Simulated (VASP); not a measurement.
Crystal: Ga3W.

```
CELL_PARAMETERS angstrom
2.66821 0.00000 0.00000
0.00000 2.66821 0.00000
0.00000 0.00000 10.29164
ATOMIC_POSITIONS crystal
Ga 0.00000 0.00000 0.23122
Ga 0.00000 0.00000 0.50000
Ga 0.00000 0.00000 0.76878
W 0.00000 0.00000 0.00000
```

- Program: VASP 6.6.1
- Task: relaxation of cell and atoms
- Functional: PBE
- Potentials or basis: VASP PAW PBE potentials, release 64 (Ga_d, W_sv)
- Cutoff: 600 eV
- k mesh: 6 × 6 × 2
- Occupations: gaussian, width 0.1 eV
- Spin: no spin polarisation

At the start: pressure 8.8 GPa; volume 18.32 Å³/atom.

Q: Where does the relaxation end?

A: Over 12 steps the energy falls by 145.0 meV/atom and the volume is 19.05 Å³/atom (+4.0 %); space group P4/mmm (No. 123, to 0.05 Å).

The path:
```
step  energy change (eV)  largest force (eV/Å)  pressure (GPa)  volume (Å³)
   1              0.0000                2.5881            8.79        73.27
   2             -0.3132                0.4803           -6.23        83.95
   3             -0.5474                0.2231           -2.32        79.01
   4             -0.5474                0.2498           -2.29        78.89
   5             -0.5688                0.1678            0.53        76.26
   6             -0.5699                0.1852           -0.07        76.75
   7             -0.5699                0.1825            0.03        76.69
   8             -0.5740                0.1604            0.16        76.49
   9             -0.5791                0.0817            0.42        76.01
  10             -0.5792                0.0681            0.30        75.94
  11             -0.5798                0.0361           -0.29        76.37
  12             -0.5801                0.0009            0.00        76.21
```

Final structure:
```
Ga W
1.0
     2.63896    0.00000    0.00000
     0.00000    2.63896    0.00000
     0.00000    0.00000   10.94368
Ga W
3 1
Cartesian
  0.0000 0.0000 2.6584
  0.0000 0.0000 5.4718
  0.0000 0.0000 8.2853
  0.0000 0.0000 0.0000
```

Caveat: the k points lie up to 0.40 Å⁻¹ apart in the final cell.
